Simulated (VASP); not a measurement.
Write the native input for VASP 6.6.1 that does the following.

```yaml
Task: single point
Functional: PBEsol
Potentials_or_basis: VASP PAW PBE potentials, release 64 (Re, Cu)
Cutoff: 520 eV
k_mesh: 3 × 2 × 3
Occupations: fermi-dirac, width 0.1 eV
Spin: no spin polarisation
Dipole_correction: no
Further_INCAR_settings: ALGO = Normal; EDIFF = 1e-06; NBANDS = 60
```

The structure of CuRe12 (a cell with a defect) lies in POSCAR:

```
CuRe12
1.0
    5.5200000000      0.0000000000      0.0000000000
   -4.1400000000      7.1706900000      0.0000000000
    0.0000000000      0.0000000000      4.4574000000
Re Cu
12 1
Direct
    0.0460677311      0.0143221921      0.1230089290
    0.2403266217      0.2708944328      0.5015928568
    0.0019590037      0.3384332610      0.0039036209
    0.1452338967      0.5495147608      0.5234890295
    0.0038430210      0.6698100183      0.0173419482
    0.1515759275      0.8948790144      0.5625476735
    0.4989546298      0.0171810523      0.0041055324
    0.6489450502      0.2171199703      0.4928209270
    0.5149114211      0.3450992861     -0.0031632790
    0.6698708168      0.5632093983      0.4746713331
    0.5264023455      0.6775219679     -0.0655314757
    0.5424306367      0.8455113804      0.4093642033
    0.8605530237      0.0473315678      0.7008794364
```

One way to write it, as run:

INCAR

```
PREC = Accurate ; ENCUT = 520
EDIFF = 1E-6 ; ISMEAR = -1
SIGMA = 0.1 ; LREAL = F
LASPH = T ; NELM = 60
ALGO = Normal ; ISIF = 2
LWAVE = F ; LCHARG = F
GGA = PS ; NBANDS = 60
```

KPOINTS

```
Automatic mesh
0
Gamma
  3 2 3
```

Potentials or basis: VASP PAW PBE potentials, release 64 (Re, Cu).

Launch:

```bash
$ cat potpaw_PBE.64/Re/POTCAR potpaw_PBE.64/Cu/POTCAR > POTCAR
$ mpirun -np 1 vasp_std > vasp.out
```

Results of the run:

```yaml
Pressure: 35.9 GPa
Largest_force: 2.124 eV/Å
```

Caveat: the k points lie up to 0.47 Å⁻¹ apart; the PAW data sets were made with another functional, which shifts forces and pressure a little.

Run time: 9.7 min on 1 thread of AMD EPYC 7R13 Processor (Zen 3), with other jobs on the host, peak memory 0.31 GiB.
